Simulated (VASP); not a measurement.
Here is a VASP 6.6.1 calculation.

INCAR

```
SYSTEM = C
AGGAC    = 1.0          
AGGAX    = 1.0          
ALDAC    = 0.0          
ALDAX    = 1.0          
ALGO     = Normal         ! electronic algorithm
EDIFF    = 1E-7           ! SCF threshold, eV
ENCUT    = 520            ! plane-wave cutoff, eV
GGA      = B5             ! functional
ISIF     = 2              ! what is computed and relaxed
ISMEAR   = -1             ! smearing method
IVDW     = 13             ! dispersion correction
LASPH    = .True.         ! aspherical terms in the spheres
LCHARG   = .False.        ! write CHGCAR
LREAL    = .False.        ! projectors in reciprocal space
LWAVE    = .False.        ! write WAVECAR
NBANDS   = 26             ! bands
NELM     = 60             ! most SCF steps
PREC     = Accurate       ! precision mode
SIGMA    = 0.05           ! smearing width, eV
VDW_A1   = 0.44488865   
VDW_A2   = 4.0933009    
VDW_S6   = 1.0          
VDW_S8   = 2.34076671
```

KPOINTS

```
k-points
0
Gamma
  12 12 4
  0 0 0
```

The input POSCAR:

```
C
1.0
    2.4880133891      0.0000000000      0.0000000000
   -1.2440066945      2.1546827999      0.0000000000
    0.0000000000      0.0000000000      8.1257741910
C
8
Direct
    0.6666666667      0.3333333333      0.8437500000
    0.3333333333      0.6666666667      0.3437500000
    0.6666666667      0.3333333333      0.6562500000
    0.3333333333      0.6666666667      0.1562500000
    0.0000000000      0.0000000000      0.9062500000
    0.0000000000      0.0000000000      0.4062500000
    0.0000000000      0.0000000000      0.5937500000
    0.0000000000      0.0000000000      0.0937500000
```

Potentials or basis: VASP PAW PBE potentials, release 64 (C).

The run is started by

```console
$ cat potpaw_PBE.64/C/POTCAR > POTCAR
$ mpirun -np 1 vasp_std > vasp.out
```

Problem. Predict the pressure.

Solution. 20.7 GPa.

Problem. Estimate the dispersion energy per atom.

Solution. -0.431 eV.

Forces on the atoms (eV/Å):
```
C    0.000  0.000  0.333
C    0.000  0.000  0.333
C    0.000  0.000 -0.333
C    0.000  0.000 -0.333
C    0.000  0.000  0.363
C    0.000  0.000  0.363
C    0.000  0.000 -0.363
C    0.000  0.000 -0.363
```

Caveat: the PAW data sets were made with another functional, which shifts forces and pressure a little.
